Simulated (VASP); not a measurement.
Wanted: the native input for a VASP 6.6.1 run.

| Item | Value |
| --- | --- |
| Task | relaxation of the atoms |
| Functional | r2SCAN |
| Potentials or basis | VASP PAW PBE potentials, release 64 (Al, Ru_pv) |
| Cutoff | 520 eV |
| k mesh | 11 × 11 × 11 |
| Occupations | fermi-dirac, width 0.1 eV |
| Spin | no spin polarisation |
| Dipole correction | no |
| Further INCAR settings | ALGO = Normal; EDIFF = 1e-06; IBRION = 2; EDIFFG = -0.01; NSW = 50 |

The system is AlRu.

```
Al Ru
1.0
     2.92274    0.00000    0.00000
     0.00000    2.92274    0.00000
     0.00000    0.00000    2.92274
Al Ru
1 1
Direct
  0.00000 0.00000 0.00000
  0.50000 0.50000 0.50000
```

One way to write it, as run:

POSCAR

```
AlRu
1.0
    2.9227380000      0.0000000000      0.0000000000
    0.0000000000      2.9227380000      0.0000000000
    0.0000000000      0.0000000000      2.9227380000
Al Ru
1 1
Direct
    0.0000000000      0.0000000000      0.0000000000
    0.5000000000      0.5000000000      0.5000000000
```

INCAR.step1

```
SYSTEM = AlRu
ALGO = Normal ; EDIFF = 1E-4
ENCUT = 520 ; GGA = PE
ISMEAR = -1 ; LASPH = .True.
LCHARG = .False. ; LREAL = .False.
LWAVE = .True. ; NELM = 60
PREC = Accurate ; SIGMA = 0.1
```

INCAR.step2

```
SYSTEM = AlRu
ALGO = Normal ; EDIFF = 1E-6
EDIFFG = -0.01 ; ENCUT = 520
IBRION = 2 ; ISIF = 2
ISMEAR = -1 ; ISTART = 1
LASPH = .True. ; LCHARG = .False.
LMIXTAU = .True. ; LREAL = .False.
LWAVE = .False. ; METAGGA = R2SCAN
NELM = 60 ; NSW = 50
PREC = Accurate ; SIGMA = 0.1
```

KPOINTS

```
k-points
0
Gamma
  11 11 11
  0 0 0
```

Potentials or basis: VASP PAW PBE potentials, release 64 (Al, Ru_pv).

The run is started by

```sh
$ cat potpaw_PBE.64/Al/POTCAR potpaw_PBE.64/Ru_pv/POTCAR > POTCAR
$ cp INCAR.step1 INCAR
$ mpirun -np 1 vasp_std > vasp.out
$ cp INCAR.step2 INCAR
$ mpirun -np 1 vasp_std > vasp.out
```

Results of the run:

- Pressure after relaxing: 15.8 GPa
- Band gap on the k mesh: zero (an odd number of electrons rules out a gap without spin polarisation)

Caveat: the relaxation stopped at its first step, so nothing moved; the PAW data sets were made with another functional, which shifts forces and pressure a little.

Run time: 57 s on 1 thread of Intel Xeon 8259CL (shared host), peak memory 0.15 GiB.
